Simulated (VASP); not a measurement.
# H5C16F in VASP: a series of runs

The runs below take H5C16F through single point, with PBE+D3(BJ).

Everything below comes from runs of VASP 6.6.1. Logs are shortened: lines on timing, memory, paths and dates and some standing lists are left out, and cuts for length are marked.

### Step 1. The cell of the first run

The cell holds a slab with vacuum, 22 atoms: a = 5.049 Å, b = 5.049 Å, c = 16.676 Å, α = 90.00°, β = 90.00°, γ = 60.00°.

### Step 2. Single point, PBE+D3(BJ)

The input, INCAR:

```
SYSTEM = H5C16F
PREC = Accurate ; ENCUT = 520
EDIFF = 1E-6 ; ISMEAR = 0
SIGMA = 0.05 ; LREAL = Auto
LASPH = .TRUE. ; NELM = 100
ALGO = Normal ; ISIF = 2
LWAVE = .FALSE. ; LCHARG = .FALSE.
GGA = PE ; IVDW = 12
NBANDS = 55
```

The input, KPOINTS:

```
Automatic mesh
0
G
  3 3 1
  0 0 0
```

The input, POSCAR:

```
H5C16F
1.0
    5.0487420000      0.0000000000      0.0000000000
    2.5243710000      4.3723390000      0.0000000000
    0.0000000000      0.0000000000     16.6764260000
H C F
5 16 1
Direct
    0.1666667848      0.1666666285      0.0599648870
    0.6666667848      0.1666666285      0.0599648870
    0.1666666285      0.6666667429      0.0599648870
    0.6666666285      0.6666667429      0.0599648870
    0.0757821816      0.5284743475      0.3629301026
    0.1666667848      0.1666666285      0.1259263226
    0.6666667848      0.1666666285      0.1259263226
    0.1666666285      0.6666667429      0.1259263226
    0.6666666285      0.6666667429      0.1259263226
   -0.1666666285      0.3333332571      0.1568252694
    0.3333333715      0.3333332571      0.1568252694
   -0.1666667848      0.8333333715      0.1568252694
    0.3333332152      0.8333333715      0.1568252694
   -0.1645806602      0.3345602891      0.2565360827
    0.3326259110      0.3331152960      0.2537630065
   -0.1659442835      0.8320198868      0.2554188769
    0.3340427349      0.8339774203      0.2568246338
   -0.0000566056      0.0002566132      0.2708028687
    0.5011663834      0.0004944722      0.2726112298
    0.0017672749      0.5000435694      0.2819659320
    0.5004872904      0.4993659000      0.2702397984
    0.2020244341      0.5807255567      0.4088465958
```

Potentials or basis: VASP PAW PBE potentials, release 64 (H, C, F).

Run with:

```bash
$ cat potpaw_PBE.64/H/POTCAR potpaw_PBE.64/C/POTCAR potpaw_PBE.64/F/POTCAR > POTCAR
$ mpirun -np 1 vasp_std > vasp.out
```

OUTCAR:

```text
SYSTEM = H5C16F
   PREC = Accurate
   ENCUT = 520
   EDIFF = 1E-6
   ISMEAR = 0
   LREAL = Auto
   LASPH = .TRUE.
   NELM = 100
   ISIF = 2
   GGA = PE
   IVDW = 12
 IVDW          = 12

 ion  position               nearest neighbor table
   1  0.167  0.167  0.060-   6 1.10
   2  0.667  0.167  0.060-   7 1.10
   3  0.167  0.667  0.060-   8 1.10
   4  0.667  0.667  0.060-   9 1.10
   5  0.076  0.528  0.363-  22 1.11  20 1.43
   6  0.167  0.167  0.126-   1 1.10  11 1.55  13 1.55  10 1.55
   7  0.667  0.167  0.126-   2 1.10  10 1.55  12 1.55  11 1.55
   8  0.167  0.667  0.126-   3 1.10  13 1.55  12 1.55  11 1.55
   9  0.667  0.667  0.126-   4 1.10  12 1.55  13 1.55  10 1.55
  10  0.833  0.333  0.157-   7 1.55   6 1.55   9 1.55  14 1.66
  11  0.333  0.333  0.157-   6 1.55   7 1.55   8 1.55  15 1.62
  12  0.833  0.833  0.157-   9 1.55   7 1.55   8 1.55  16 1.64
  13  0.333  0.833  0.157-   8 1.55   6 1.55   9 1.55  17 1.67
  14  0.835  0.335  0.257-  18 1.48  21 1.48  20 1.51  10 1.66
  15  0.333  0.333  0.254-  21 1.49  19 1.49  20 1.52  11 1.62
  16  0.834  0.832  0.255-  18 1.48  19 1.48  20 1.52  12 1.64
  17  0.334  0.834  0.257-  18 1.48  21 1.48  19 1.48  13 1.67
  18  1.000  0.000  0.271-  17 1.48  14 1.48  16 1.48
  19  0.501  0.000  0.273-  17 1.48  16 1.48  15 1.49
  20  0.002  0.500  0.282-   5 1.43  14 1.51  16 1.52  15 1.52
  21  0.500  0.499  0.270-  17 1.48  14 1.48  15 1.49
  22  0.202  0.581  0.409-   5 1.11

  LATTYP: Found a hexagonal cell.
 ALAT       =     5.0487421480
 C/A-ratio  =     3.3030853055

  Lattice vectors:

 A1 = (  -2.5243710000,  -4.3723390000,   0.0000000000)
 A2 = (   5.0487420000,   0.0000000000,   0.0000000000)
 A3 = (   0.0000000000,   0.0000000000,  16.6764260000)

Analysis of symmetry for initial positions (statically):
=====================================================================
 Subroutine PRICEL returns:
 Original cell was already a primitive cell.

 Routine SETGRP: Setting up the symmetry group for a
 hexagonal supercell.

 Subroutine GETGRP returns: Found  1 space group operations
 (whereof  1 operations were pure point group operations)
 out of a pool of 24 trial point group operations.

The static configuration has the point symmetry C_1 .

Analysis of symmetry for dynamics (positions and initial velocities):
=====================================================================
 Subroutine PRICEL returns:
 Original cell was already a primitive cell.

 Routine SETGRP: Setting up the symmetry group for a
 hexagonal supercell.

 Subroutine GETGRP returns: Found  1 space group operations
 (whereof  1 operations were pure point group operations)
 out of a pool of 24 trial point group operations.

The dynamic configuration has the point symmetry C_1 .

 Subroutine INISYM returns: Found  1 space group operations
 (whereof  1 operations are pure point group operations),
 and found     1 'primitive' translations

----------------------------------------------------------------------------------------

                                     Primitive cell

  volume of cell :     368.1290

  direct lattice vectors                    reciprocal lattice vectors
     5.048742000  0.000000000  0.000000000     0.198069143 -0.114355268  0.000000000
     2.524371000  4.372339000  0.000000000     0.000000000  0.228710537  0.000000000
     0.000000000  0.000000000 16.676426000     0.000000000  0.000000000  0.059964887

  length of vectors
     5.048742000  5.048742148 16.676426000     0.228710544  0.228710537  0.059964887

  position of ions in fractional coordinates (direct lattice)
     0.166666785  0.166666629  0.059964887
     0.666666785  0.166666629  0.059964887
     0.166666629  0.666666743  0.059964887
     0.666666629  0.666666743  0.059964887
     0.075782182  0.528474348  0.362930103
     0.166666785  0.166666629  0.125926323
[... 14 lines left out ...]
     0.500487290  0.499365900  0.270239798
     0.202024434  0.580725557  0.408846596

  ion indices of the primitive-cell ions
   primitive index   ion index
                 1           1
                 2           2
                 3           3
                 4           4
                 5           5
                 6           6
[... 14 lines left out ...]
                21          21
                22          22

----------------------------------------------------------------------------------------

 KPOINTS: Automatic mesh

Automatic generation of k-mesh.
 Grid dimensions read from file:
 generate k-points for:    3    3    1

 Generating k-lattice:

  Cartesian coordinates                     Fractional coordinates (reciprocal lattice)
     0.066023048 -0.038118423  0.000000000     0.333333333 -0.000000000  0.000000000
     0.000000000  0.076236846  0.000000000     0.000000000  0.333333333  0.000000000
     0.000000000  0.000000000  0.059964887     0.000000000  0.000000000  1.000000000

  Length of vectors
     0.076236848  0.076236846  0.059964887

  Shift w.r.t. Gamma in fractional coordinates (k-lattice)
     0.000000000  0.000000000  0.000000000

 Subroutine IBZKPT returns following result:
 ===========================================

 Found      5 irreducible k-points:

 Following reciprocal coordinates:
            Coordinates               Weight
  0.000000  0.000000  0.000000      1.000000
  0.333333  0.000000  0.000000      2.000000
  0.333333  0.333333  0.000000      2.000000
  0.000000  0.333333  0.000000      2.000000
 -0.333333  0.333333  0.000000      2.000000
   k-points           NKPTS =      5   k-points in BZ     NKDIM =      5   number of bands    NBANDS=     55
   number of dos      NEDOS =    301   number of ions     NIONS =     22
   total plane-waves  NPLWV = 201600
   dimension x,y,z NGX =    40 NGY =   40 NGZ =  126
   dimension x,y,z NGXF=    80 NGYF=   80 NGZF=  252
   ions per type =               5  16   1
   NGX,Y,Z   is equivalent  to a cutoff of  13.17, 13.17, 12.56 a.u.
   NGXF,Y,Z  is equivalent  to a cutoff of  26.34, 26.34, 25.12 a.u.
 SYSTEM =  H5C16F
   PREC   = accura    normal or accurate (medium, high low for compatibility)
   ISTART =      0    job   : 0-new  1-cont  2-samecut
   ICHARG =      2    charge: 1-file 2-atom 10-const
   ISPIN  =      1    spin polarized calculation?
   LNONCOLLINEAR =      F non collinear calculations
   LSORBIT =      F    spin-orbit coupling
   LASPH  =      T    aspherical Exc in radial PAW
   ENCUT  =  520.0 eV  38.22 Ry    6.18 a.u.   9.39  9.39 31.01*2*pi/ulx,y,z
   NELM   =    100;   NELMIN=  2; NELMDL= -5     # of ELM steps
   EDIFF  = 0.1E-05   stopping-criterion for ELM
   LREAL  =      T    real-space projection
   EDIFFG = 0.1E-04   stopping-criterion for IOM
   NSW    =      0    number of steps for IOM
   IBRION =     -1    ionic relax: 0-MD 1-quasi-New 2-CG
   NFREE  =      0    steps in history (QN), initial steepest desc. (CG)
   ISIF   =      2    stress and relaxation
   ISYM   =      2    0-nonsym 1-usesym 2-fastsym
   POTIM  = 0.5000    time-step for ionic-motion
   TEBEG  =    0.0;   TEEND  =   0.0 temperature during run
   PSTRESS=    0.0 pullay stress
   NELECT =      76.0000    total number of electrons
   NUPDOWN=      -1.0000    fix difference up-down
   EMIN   =  10.00;   EMAX   =-10.00  energy-range for DOS
   EFERMI =   0.00;   METHOD = LEGACY
   ISMEAR =     0;   SIGMA  =   0.05  broadening in eV -4-tet -1-fermi 0-gaus
   EFERMI_NEDOS =   21; number of points for ismear=-14 and -15
   IALGO  =     38    algorithm
   IMIX   =      4    mixing-type and parameters
     AMIX     =   0.40;   BMIX     =  1.00
     AMIX_MAG =   1.60;   BMIX_MAG =  1.00
  volume/ion in A,a.u.               =      16.73       112.92
  Fermi-wavevector in a.u.,A,eV,Ry     =   0.967563  1.828429 12.737484  0.936179
  Thomas-Fermi vector in A             =   2.097459
   LORBIT       =      0    0 simple, 1 ext, 2 COOP (PROOUT), +10 PAW based schemes
   GGA     = PE    functional components
   LHFCALC =     F    Hartree Fock is set to
   AEXX    =    0.0000 exact exchange contribution
   IVDW    =    12    specifies the selected vdW correction
   LEPSILON=     F    determine dielectric tensor
   LRPA    =     F    only Hartree local field effects (RPA)
 non-spin polarized calculation
 Gauss-broadening in eV      SIGMA  =   0.05
  energy-cutoff  :      520.00
  volume of cell :      368.13
 maximum number of plane-waves:      9916
 NGX is ok and might be reduce to    40
   NGX = 19   NGY = 19   NGZ = 63

 number of electron      75.9999993 magnetization

 Free energy of the ion-electron system (eV)
  ---------------------------------------------------
  ext. energy  EPLUGINS =         0.00000000
  ---------------------------------------------------
  free energy    TOTEN  =      -160.61929263 eV

  energy without entropy =     -160.60915888  energy(sigma->0) =     -160.61422576

 E-fermi :  -0.5363     XC(G=0):  -5.0218

 val. band max:       -0.6547142419   @ k =   0.3333   0.0000   0.0000
 cond. band min:      -0.5245992069   @ k =   0.3333   0.3333   0.0000
 fundamental gap:      0.1301150350
 Fermi energy:        -0.5363406337

 k-point     1 :       0.0000    0.0000    0.0000
  band No.  band energies     occupation
      1     -22.4926      2.00000
      2     -21.8864      2.00000
      3     -19.0771      2.00000
      4     -16.7506      2.00000
      5     -16.6450      2.00000
      6     -16.6158      2.00000
[... 42 lines left out ...]
     49       5.3361      0.00000
     50       5.4895      0.00000

 k-point     2 :       0.3333    0.0000    0.0000
  band No.  band energies     occupation
      1     -22.4802      2.00000
      2     -21.2304      2.00000
      3     -19.2620      2.00000
      4     -18.4500      2.00000
      5     -17.3942      2.00000
      6     -17.3783      2.00000
[... 42 lines left out ...]
     49       5.9357      0.00000
     50       6.0066      0.00000

 k-point     3 :       0.3333    0.3333    0.0000
  band No.  band energies     occupation
      1     -22.4800      2.00000
      2     -21.2312      2.00000
      3     -19.2632      2.00000
      4     -18.4463      2.00000
      5     -17.4032      2.00000
      6     -17.3670      2.00000
[... 42 lines left out ...]
     49       5.8514      0.00000
     50       6.0879      0.00000

 k-point     4 :       0.0000    0.3333    0.0000
  band No.  band energies     occupation
      1     -22.4804      2.00000
      2     -21.2293      2.00000
      3     -19.2653      2.00000
      4     -18.4521      2.00000
      5     -17.3893      2.00000
      6     -17.3772      2.00000
[... 42 lines left out ...]
     49       5.8894      0.00000
     50       6.0713      0.00000

 k-point     5 :      -0.3333    0.3333    0.0000
  band No.  band energies     occupation
      1     -22.4764      2.00000
      2     -20.0380      2.00000
      3     -19.9393      2.00000
      4     -19.7445      2.00000
      5     -17.3063      2.00000
      6     -17.2118      2.00000
[... 42 lines left out ...]
     49       6.2662      0.00000
     50       6.2724      0.00000
 [bands above 50 left out]

------------------------ aborting loop because EDIFF is reached ----------------------------------------

 Edisp (eV)   -2.33034

 E8    (eV) :    -0.6863

  FORCE on cell =-STRESS in cart. coord.  units (eV):
  Direction    XX          YY          ZZ          XY          YZ          ZX
  --------------------------------------------------------------------------------------
  -------------------------------------------------------------------------------------
  Total      -1.26547    -1.08666    -3.03642    -0.01057     0.10491     0.24338
  in kB      -5.50758    -4.72940   -13.21514    -0.04601     0.45660     1.05924
  external pressure =       -7.82 kB  Pullay stress =        0.00 kB

 VOLUME and BASIS-vectors are now :
 -----------------------------------------------------------------------------
  energy-cutoff  :      520.00
  volume of cell :      368.13
      direct lattice vectors                 reciprocal lattice vectors
     5.048742000  0.000000000  0.000000000     0.198069143 -0.114355268  0.000000000
     2.524371000  4.372339000  0.000000000     0.000000000  0.228710537  0.000000000
     0.000000000  0.000000000 16.676426000     0.000000000  0.000000000  0.059964887

 POSITION                                       TOTAL-FORCE (eV/Angst)
 -----------------------------------------------------------------------------------
      1.26219      0.72872      1.00000        -0.005387     -0.013791     -0.041734
      3.78656      0.72872      1.00000         0.019434     -0.000111     -0.126647
      2.52437      2.91489      1.00000         0.006514      0.022073     -0.151670
      5.04874      2.91489      1.00000         0.005471      0.007067     -0.063529
      1.71667      2.31067      6.05238        -0.088799     -0.022990     -0.105393
      1.26219      0.72872      2.10000         0.002998      0.081070      1.666911
[... 14 lines left out ...]
      3.78742      2.18340      4.50663         0.000238      0.015859      0.003499
      2.48594      2.53913      6.81810         0.120702      0.051197      0.101009
 -----------------------------------------------------------------------------------
    total drift:                               -0.006288      0.011896     -0.064636

  FREE ENERGIE OF THE ION-ELECTRON SYSTEM (eV)
  ---------------------------------------------------
  free  energy   TOTEN  =      -162.9496314006 eV

  energy  without entropy=     -162.9394976542  energy(sigma->0) =     -162.94456453
```

Wall time 3.1 min (1 thread of AMD EPYC 9R45 (Zen 5), shared host); peak memory 0.46 GiB.

Results:

| Item | Value |
| --- | --- |
| Free energy | -162.9496 eV |
| Largest force | 1.764 eV/Å |
| Band gap on the k mesh | zero (bands 38 and 39 overlap by 0.23 eV) |
| Dispersion energy per atom | -0.106 eV |

Forces on the atoms (eV/Å):
```
H   -0.005 -0.014 -0.042
H    0.019  0.000 -0.127
H    0.007  0.022 -0.152
H    0.005  0.007 -0.064
H   -0.089 -0.023 -0.105
C    0.003  0.081  1.667
C   -0.002 -0.004  1.500
C   -0.059 -0.036  1.491
C    0.065 -0.037  1.651
C   -0.113 -0.006 -1.468
C    0.080  0.025 -1.451
C    0.048  0.102 -1.342
C   -0.120 -0.173 -1.752
C    0.006 -0.001  0.011
C   -0.003 -0.003  0.000
C    0.003 -0.004  0.019
C    0.007  0.000  0.014
C    0.008 -0.004  0.002
C    0.002 -0.002  0.017
C    0.016  0.003  0.024
C    0.000  0.016  0.003
F    0.121  0.051  0.101
```

Caveat: the k points lie up to 0.48 Å⁻¹ apart.

[end of part 1 of 2]
